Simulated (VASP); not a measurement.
Si: single point with r2SCAN

Si:

```
CELL_PARAMETERS angstrom
-1.70861 1.70861 1.23805
1.70861 -1.70861 1.23805
1.70861 1.70861 -1.23805
ATOMIC_POSITIONS crystal
Si 0.00000 0.00000 0.00000
```

This cell differs from its parent crystal: strain +0.030 along x and y, -0.030 along z.

```yaml
Program: VASP 6.6.1
Task: single point
Functional: r2SCAN
Potentials_or_basis: VASP PAW PBE potentials, release 64 (Si)
Cutoff: 520 eV
k_mesh: 30 × 30 × 30
Occupations: gaussian, width 0.15 eV
Spin: no spin polarisation
```

The pressure is -0.8 GPa and the band gap on the k mesh is zero (bands 2 and 3 overlap by 12.55 eV).

Stress tensor (GPa, compression positive):
```
-2.70  0.00  0.00
 0.00 -2.70  0.00
 0.00  0.00  2.98
```

Levels at points of the mesh, in eV from the Fermi level:
| k point | band 1 | band 2 | band 3 | band 4 | band 5 | band 6 | band 7 |
| --- | --- | --- | --- | --- | --- | --- | --- |
| (0.00, 0.00, 0.00) | -15.35 | 8.50 | 8.82 | 8.82 | 11.91 | 16.47 | 18.19 |
| (0.50, 0.00, 0.00) | -6.49 | -5.47 | 4.84 | 6.11 | 6.17 | 9.60 | 18.48 |
| (0.50, 0.50, 0.00) | -9.73 | -7.90 | 12.13 | 12.30 | 12.38 | 15.02 | 16.24 |
| (0.50, 0.50, 0.50) | -3.47 | -3.47 | -3.30 | 1.09 | 7.79 | 9.86 | 27.26 |

It took 5.8 min on 1 thread of AMD EPYC 9R45 96-Core Processor (Zen 5) (shared host), peak memory 0.26 GiB.

Caveat: the cell differs from its parent crystal (strain +0.030 along x and y, -0.030 along z); the stress differs along the axes, from -3 to 3 GPa; the PAW data sets were made with another functional, which shifts forces and pressure a little.
